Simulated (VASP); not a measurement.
A run of VASP 6.6.1 is set up as follows.

File INCAR:

```
SYSTEM = AlN
ALGO = Normal ; EDIFF = 1E-7
ENCUT = 520 ; GGA = PE
ISIF = 2 ; ISMEAR = 0
LASPH = .TRUE. ; LCHARG = .FALSE.
LREAL = .FALSE. ; LWAVE = .FALSE.
NBANDS = 16 ; NELM = 80
PREC = Accurate ; SIGMA = 0.01
```

Contents of KPOINTS:

```
k-points
0
G
  7 7 4
  0 0 0
```

Contents of POSCAR:

```
AlN
1.0
    3.0494515564      0.0000000000      0.0000000000
   -1.5247257782      2.6409024352      0.0000000000
    0.0000000000      0.0000000000      4.8793184075
Al N
2 2
Direct
    0.3333333333      0.6666666667      0.0000000000
    0.6666666667      0.3333333333      0.5000000000
    0.3333333333      0.6666666667      0.3800000000
    0.6666666667      0.3333333333      0.8800000000
```

Potentials or basis: VASP PAW PBE potentials, release 64 (Al, N).

Command:

```console
$ cat potpaw_PBE.64/Al/POTCAR potpaw_PBE.64/N/POTCAR > POTCAR
$ mpirun -np 1 vasp_std > vasp.out
```

(1) Predict the band gap on the k mesh.

(2) Estimate the pressure.

(3) Estimate the largest force.

## Answers

(1) 4.78 eV, direct.

(2) 18.0 GPa.

(3) 0.180 eV/Å.
